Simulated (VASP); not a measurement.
# LiH in VASP: a series of runs

LiH is run at these levels: PBE, r2SCAN; tasks: single point.

All numbers are computed with VASP 6.6.1; they aren't measurements. Logs are shortened: lines on timing, memory, paths and dates and some standing lists are left out, and cuts for length are marked.

## (1) The cell of the first run

It takes space group P6_3/mmc (No. 194, hexagonal). Conventional cell: a = 3.081 Å, b = 3.081 Å, c = 4.068 Å, α = 90.00°, β = 90.00°, γ = 120.00°. Li (site symmetry -6m2) has 5 H at 1.78 to 2.03 Å within 2.4 Å. H (site symmetry -6m2) has 5 Li at 1.78 to 2.03 Å within 2.4 Å.

## (2) Single point, PBE (biaxial xy strain -5.4%)

Contents of INCAR:

```
PREC = Accurate
ENCUT = 520
EDIFF = 1E-6
ISMEAR = -1
SIGMA = 0.02
LREAL = False
LASPH = True
NELM = 60
ALGO = Normal
ISIF = 2
LWAVE = False
LCHARG = True
GGA = PE
LELF = True
LVHAR = True
NBANDS = 12
```

Contents of KPOINTS:

```
Automatic mesh
0
Gamma
  12 12 6
```

Contents of POSCAR:

```
LiH
1.0
    3.0813172786      0.0000000000      0.0000000000
   -1.5406586393      2.6684990404      0.0000000000
    0.0000000000      0.0000000000      4.0684421498
Li H
2 2
Direct
    0.3333333333      0.6666666667     -0.0625000000
    0.6666666667      0.3333333333      0.4375000000
    0.3333333333      0.6666666667      0.4375000000
    0.6666666667      0.3333333333      0.9375000000
```

Potentials or basis: VASP PAW PBE potentials, release 64 (Li_sv, H).

The run is started by

```
$ cat potpaw_PBE.64/Li_sv/POTCAR potpaw_PBE.64/H/POTCAR > POTCAR
$ mpirun -np 1 vasp_std > vasp.out
```

OUTCAR:

```text
PREC = Accurate
   ENCUT = 520
   EDIFF = 1E-6
   ISMEAR = -1
   LREAL = False
   LASPH = True
   NELM = 60
   ISIF = 2
   GGA = PE

 ion  position               nearest neighbor table
   1  0.333  0.667  0.938-
   2  0.667  0.333  0.438-
   3  0.333  0.667  0.438-
   4  0.667  0.333  0.938-

  LATTYP: Found a hexagonal cell.
 ALAT       =     3.0813172786
 C/A-ratio  =     1.3203580748

  Lattice vectors:

 A1 = (   3.0813172786,   0.0000000000,   0.0000000000)
 A2 = (  -1.5406586393,   2.6684990404,   0.0000000000)
 A3 = (   0.0000000000,   0.0000000000,   4.0684421498)

Analysis of symmetry for initial positions (statically):
=====================================================================
 Subroutine PRICEL returns:
 Original cell was already a primitive cell.

 Routine SETGRP: Setting up the symmetry group for a
 hexagonal supercell.

 Subroutine GETGRP returns: Found 24 space group operations
 (whereof  6 operations were pure point group operations)
 out of a pool of 24 trial point group operations.

The static configuration has the point symmetry C_3v.
 The point group associated with its full space group is D_6h.

Analysis of symmetry for dynamics (positions and initial velocities):
=====================================================================
 Subroutine PRICEL returns:
 Original cell was already a primitive cell.

 Routine SETGRP: Setting up the symmetry group for a
 hexagonal supercell.

 Subroutine GETGRP returns: Found 24 space group operations
 (whereof  6 operations were pure point group operations)
 out of a pool of 24 trial point group operations.

The dynamic configuration has the point symmetry C_3v.
 The point group associated with its full space group is D_6h.

 Subroutine INISYM returns: Found 24 space group operations
 (whereof  6 operations are pure point group operations),
 and found     1 'primitive' translations

----------------------------------------------------------------------------------------

                                     Primitive cell

  volume of cell :      33.4527

  direct lattice vectors                    reciprocal lattice vectors
     3.081317279  0.000000000  0.000000000     0.324536524  0.187371250  0.000000000
    -1.540658639  2.668499040  0.000000000     0.000000000  0.374742499  0.000000000
     0.000000000  0.000000000  4.068442150     0.000000000  0.000000000  0.245794327

  length of vectors
     3.081317279  3.081317279  4.068442150     0.374742499  0.374742499  0.245794327

  position of ions in fractional coordinates (direct lattice)
     0.333333333  0.666666667  0.937500000
     0.666666667  0.333333333  0.437500000
     0.333333333  0.666666667  0.437500000
     0.666666667  0.333333333  0.937500000

  ion indices of the primitive-cell ions
   primitive index   ion index
                 1           1
                 2           2
                 3           3
                 4           4

----------------------------------------------------------------------------------------

 KPOINTS: Automatic mesh

Automatic generation of k-mesh.
 Grid dimensions read from file:
 generate k-points for:   12   12    6

 Generating k-lattice:

  Cartesian coordinates                     Fractional coordinates (reciprocal lattice)
     0.027044710  0.015614271  0.000000000     0.083333333 -0.000000000  0.000000000
     0.000000000  0.031228542  0.000000000     0.000000000  0.083333333  0.000000000
     0.000000000  0.000000000  0.040965721     0.000000000  0.000000000  0.166666667

  Length of vectors
     0.031228542  0.031228542  0.040965721

  Shift w.r.t. Gamma in fractional coordinates (k-lattice)
     0.000000000  0.000000000  0.000000000

 Subroutine IBZKPT returns following result:
 ===========================================

 Found     76 irreducible k-points:

 Following reciprocal coordinates:
            Coordinates               Weight
  0.000000  0.000000  0.000000      1.000000
  0.083333  0.000000  0.000000      6.000000
  0.166667  0.000000  0.000000      6.000000
  0.250000  0.000000  0.000000      6.000000
  0.333333  0.000000  0.000000      6.000000
  0.416667  0.000000  0.000000      6.000000
[... 16 lines left out ...]
  0.250000  0.000000  0.166667     12.000000
  0.333333  0.000000  0.166667     12.000000
 [... further k-points ...]
   k-points           NKPTS =     76   k-points in BZ     NKDIM =     76   number of bands    NBANDS=     12
   number of dos      NEDOS =    301   number of ions     NIONS =      4
   total plane-waves  NPLWV =  17280
   dimension x,y,z NGX =    24 NGY =   24 NGZ =   30
   dimension x,y,z NGXF=    48 NGYF=   48 NGZF=   60
   ions per type =               2   2
   NGX,Y,Z   is equivalent  to a cutoff of  12.95, 12.95, 12.26 a.u.
   NGXF,Y,Z  is equivalent  to a cutoff of  25.90, 25.90, 24.52 a.u.
 SYSTEM =  unknown system
   PREC   = accura    normal or accurate (medium, high low for compatibility)
   ISTART =      0    job   : 0-new  1-cont  2-samecut
   ICHARG =      2    charge: 1-file 2-atom 10-const
   ISPIN  =      1    spin polarized calculation?
   LNONCOLLINEAR =      F non collinear calculations
   LSORBIT =      F    spin-orbit coupling
   LASPH  =      T    aspherical Exc in radial PAW
   ENCUT  =  520.0 eV  38.22 Ry    6.18 a.u.   5.73  5.73  7.56*2*pi/ulx,y,z
   NELM   =     60;   NELMIN=  2; NELMDL= -5     # of ELM steps
   EDIFF  = 0.1E-05   stopping-criterion for ELM
   LREAL  =      F    real-space projection
   EDIFFG = 0.1E-04   stopping-criterion for IOM
   NSW    =      0    number of steps for IOM
   IBRION =     -1    ionic relax: 0-MD 1-quasi-New 2-CG
   NFREE  =      0    steps in history (QN), initial steepest desc. (CG)
   ISIF   =      2    stress and relaxation
   ISYM   =      2    0-nonsym 1-usesym 2-fastsym
   POTIM  = 0.5000    time-step for ionic-motion
   TEBEG  =    0.0;   TEEND  =   0.0 temperature during run
   PSTRESS=    0.0 pullay stress
   NELECT =       8.0000    total number of electrons
   NUPDOWN=      -1.0000    fix difference up-down
   EMIN   =  10.00;   EMAX   =-10.00  energy-range for DOS
   EFERMI =   0.00;   METHOD = LEGACY
   ISMEAR =    -1;   SIGMA  =   0.02  broadening in eV -4-tet -1-fermi 0-gaus
   EFERMI_NEDOS =   21; number of points for ismear=-14 and -15
   IALGO  =     38    algorithm
   IMIX   =      4    mixing-type and parameters
     AMIX     =   0.40;   BMIX     =  1.00
     AMIX_MAG =   1.60;   BMIX_MAG =  1.00
  volume/ion in A,a.u.               =       8.36        56.44
  Fermi-wavevector in a.u.,A,eV,Ry     =   1.016157  1.920259 14.049046  1.032576
  Thomas-Fermi vector in A             =   2.149485
   LORBIT       =      0    0 simple, 1 ext, 2 COOP (PROOUT), +10 PAW based schemes
   GGA     = PE    functional components
   LHFCALC =     F    Hartree Fock is set to
   AEXX    =    0.0000 exact exchange contribution
   IVDW    =     0    specifies the selected vdW correction
   LEPSILON=     F    determine dielectric tensor
   LRPA    =     F    only Hartree local field effects (RPA)
 non-spin polarized calculation
  energy-cutoff  :      520.00
  volume of cell :       33.45
 maximum number of plane-waves:       916
 NGX is ok and might be reduce to    24
   NGX = 11   NGY = 11   NGZ = 15

 number of electron       7.9999988 magnetization

 Free energy of the ion-electron system (eV)
  ---------------------------------------------------
  ext. energy  EPLUGINS =         0.00000000
  ---------------------------------------------------
  free energy    TOTEN  =       -12.10233149 eV

  energy without entropy =      -12.10233149  energy(sigma->0) =      -12.10233149

 E-fermi :   0.5299     XC(G=0):  -8.2342

 val. band max:        0.0854332333   @ k =   0.0000   0.0000   0.0000
 cond. band min:       2.1207005531   @ k =   0.3333   0.3333   0.0000
 fundamental gap:      2.0352673198
 Fermi energy:         0.5298597518

 k-point     1 :       0.0000    0.0000    0.0000
  band No.  band energies     occupation
      1     -44.1983      2.00000
      2     -44.1224      2.00000
      3      -5.2930      2.00000
      4       0.0854      2.00000
      5       2.8502      0.00000
      6      12.2537      0.00000
      7      12.2537      0.00000
      8      12.8073      0.00000
      9      15.0545      0.00000
     10      15.0545      0.00000
     11      16.7158      0.00000
     12      19.4116      0.00000

 k-point     2 :       0.0833    0.0000    0.0000
  band No.  band energies     occupation
      1     -44.1962      2.00000
      2     -44.1227      2.00000
      3      -5.2057      2.00000
      4       0.0485      2.00000
      5       2.9913      0.00000
      6      11.0502      0.00000
      7      11.6040      0.00000
      8      12.5534      0.00000
      9      15.8530      0.00000
     10      16.0733      0.00000
     11      16.4515      0.00000
     12      18.6636      0.00000

 k-point     3 :       0.1667    0.0000    0.0000
  band No.  band energies     occupation
      1     -44.1902      2.00000
      2     -44.1235      2.00000
      3      -4.9439      2.00000
      4      -0.0754      2.00000
      5       3.4135      0.00000
      6       8.9992      0.00000
      7      10.5503      0.00000
      8      12.3931      0.00000
      9      15.7867      0.00000
     10      16.6109      0.00000
     11      16.7140      0.00000
     12      16.7626      0.00000
[... 286 lines left out ...]
 k-point    23 :       0.2500    0.0000    0.1667
  band No.  band energies     occupation
      1     -44.1775      2.00000
      2     -44.1289      2.00000
      3      -4.3658      2.00000
      4      -0.9946      2.00000
      5       4.9480      0.00000
      6       7.5577      0.00000
      7       9.8743      0.00000
      8      11.0498      0.00000
      9      14.5514      0.00000
     10      15.2689      0.00000
     11      15.5350      0.00000
     12      17.0708      0.00000

 k-point    24 :       0.3333    0.0000    0.1667
  band No.  band energies     occupation
      1     -44.1684      2.00000
      2     -44.1309      2.00000
      3      -3.7938      2.00000
      4      -1.1679      2.00000
      5       5.0060      0.00000
      6       6.7925      0.00000
      7       9.1955      0.00000
      8       9.7329      0.00000
      9      13.5156      0.00000
     10      14.6612      0.00000
     11      15.6184      0.00000
     12      16.8591      0.00000

 [... further k-points ...]
[... 5 lines left out ...]
  --------------------------------------------------------------------------------------
  -------------------------------------------------------------------------------------
  Total        1.0956241      1.0956241      0.2821489      0.0000000     -0.0000000      0.0000000
  in kB       52.4735627     52.4735627     13.5131729      0.0000000     -0.0000000      0.0000000
  external PRESSURE =      39.4867661 kB  Pullay stress =       0.0000000 kB

 VOLUME and BASIS-vectors are now :
 -----------------------------------------------------------------------------
  energy-cutoff  :      520.00
  volume of cell :       33.45
      direct lattice vectors                 reciprocal lattice vectors
     3.081317279  0.000000000  0.000000000     0.324536524  0.187371250  0.000000000
    -1.540658639  2.668499040  0.000000000     0.000000000  0.374742499  0.000000000
     0.000000000  0.000000000  4.068442150     0.000000000  0.000000000  0.245794327

 POSITION                                       TOTAL-FORCE (eV/Angst)
 -----------------------------------------------------------------------------------
     -0.00000      1.77900      3.81416        -0.000000      0.000000      0.000000
      1.54066      0.88950      1.77994         0.000000      0.000000     -0.000000
     -0.00000      1.77900      1.77994         0.000000     -0.000000      0.000000
      1.54066      0.88950      3.81416         0.000000     -0.000000      0.000000
 -----------------------------------------------------------------------------------
    total drift:                                0.000000      0.000001      0.000040

  FREE ENERGIE OF THE ION-ELECTRON SYSTEM (eV)
  ---------------------------------------------------
  free  energy   TOTEN  =       -12.1023314932 eV

  energy  without entropy=      -12.1023314932  energy(sigma->0) =      -12.10233149
```

It took 8.9 s on 1 thread of Intel Xeon Platinum 8559C (Emerald Rapids), shared host; peak memory 0.15 GiB.

Results:

| Item | Value |
| --- | --- |
| Free energy | -12.1023 eV |
| Band gap on the k mesh | 2.04 eV, indirect (least direct gap 2.76 eV) |

Levels at points of the mesh, in eV from the valence-band top:
```
           k point  band 1  band 2  band 3  band 4  band 5  band 6  band 7  band 8
(0.00, 0.00, 0.00)  -44.28  -44.21   -5.38    0.00    2.76   12.17   12.17   12.72
(0.50, 0.00, 0.00)  -44.24  -44.22   -2.72   -2.07    4.97    7.01    8.31    8.92
(0.00, 0.00, 0.50)  -44.25  -44.25   -3.87   -3.87    9.96    9.96   14.16   14.16
(0.50, 0.00, 0.50)  -44.23  -44.23   -2.41   -2.41    4.66    4.66   10.49   10.49
```

Caveat: the cell differs from its parent crystal (biaxial xy strain -5.4%); the cutoff is under 1.25 times the usual one of these potentials, so pressure, stress and relaxed cells hold a basis-set (Pulay) error.

## (3) Single point, r2SCAN (biaxial xy strain -5.4%)

POSCAR is that of step 2.

Contents of INCAR.step1:

```
SYSTEM = LiH
PREC = Accurate ; ENCUT = 520
ISMEAR = 0 ; SIGMA = 0.01
LREAL = .FALSE. ; LASPH = .TRUE.
NELM = 60 ; NBANDS = 12
GGA = PE ; ALGO = Normal
EDIFF = 1E-4 ; LWAVE = .TRUE.
LCHARG = .FALSE.
```

Contents of INCAR.step2:

```
SYSTEM = LiH
PREC = Accurate ; ENCUT = 520
EDIFF = 1E-6 ; ISMEAR = 0
SIGMA = 0.01 ; LREAL = .FALSE.
LASPH = .TRUE. ; NELM = 60
ALGO = Normal ; ISIF = 2
LWAVE = .FALSE. ; LCHARG = .FALSE.
METAGGA = R2SCAN ; LMIXTAU = .TRUE.
NBANDS = 12 ; ISTART = 1
```

Contents of KPOINTS:

```
regular mesh
0
G
  12 12 6
  0 0 0
```

Potentials or basis: VASP PAW PBE potentials, release 64 (Li_sv, H).

The run is started by

```
$ cat potpaw_PBE.64/Li_sv/POTCAR potpaw_PBE.64/H/POTCAR > POTCAR
$ cp INCAR.step1 INCAR
$ mpirun -np 1 vasp_std > vasp.out
$ cp INCAR.step2 INCAR
$ mpirun -np 1 vasp_std > vasp.out
```

Run time: 65 s. Hardware: 1 thread of Intel Xeon Platinum 8559C (Emerald Rapids), shared host; peak memory 0.16 GiB.

The run converged. Its results:

| Item | Value |
| --- | --- |
| Free energy | -13.4717 eV |
| Band gap on the k mesh | 2.55 eV, indirect (least direct gap 3.30 eV) |

Levels at points of the mesh, in eV from the valence-band top:
```tsv
k point	band 1	band 2	band 3	band 4	band 5	band 6	band 7	band 8	band 9
(0.00, 0.00, 0.00)	-45.61	-45.53	-5.46	0.00	3.30	13.17	13.17	13.77	16.04
(0.50, 0.00, 0.00)	-45.57	-45.54	-2.78	-2.05	5.48	7.71	9.05	9.73	10.56
(0.00, 0.00, 0.50)	-45.57	-45.57	-3.89	-3.89	10.73	10.73	15.35	15.35	15.35
(0.50, 0.00, 0.50)	-45.56	-45.56	-2.45	-2.45	5.24	5.24	11.32	11.32	13.24
```

Caveat: the cell differs from its parent crystal (biaxial xy strain -5.4%); the cutoff is under 1.25 times the usual one of these potentials, so pressure, stress and relaxed cells hold a basis-set (Pulay) error; the PAW data sets were made with another functional, which shifts forces and pressure a little.

(Part 1 of 2 ends here.)
